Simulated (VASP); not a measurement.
Runs of VASP 6.6.1 on LiF. The structure is hexagonal, space group P6_3/mmc (No. 194). Conventional cell: a = 3.280 Å, b = 3.280 Å, c = 4.000 Å, α = 90.00°, β = 90.00°, γ = 120.00°. Within 2.5 Å of Li (site symmetry -6m2) lie 5 F at 1.89 to 2.00 Å. Within 2.5 Å of F (site symmetry -6m2) lie 5 Li at 1.89 to 2.00 Å. 

```tsv
level	potentials or basis	k mesh	gap on the mesh (eV)
PBE	VASP PAW PBE potentials, release 64 (Li_sv, F)	6 × 6 × 4	7.82
r2SCAN	VASP PAW PBE potentials, release 64 (Li_sv, F)	6 × 6 × 4	8.64
LDA	VASP PAW LDA potentials, release 64 (Li_sv, F)	6 × 6 × 4	(a)
PBE	VASP PAW PBE potentials, release 64 (Li_sv, F)	6 × 6 × 6	7.82
```

Alike in all rows: task single point; no spin polarisation; cell as given; cutoff (eV) 520; smearing gaussian 0.01 eV.

Problem. Fill in the values left out.

Solution. (a) 7.50.

A k mesh can miss the band edges.
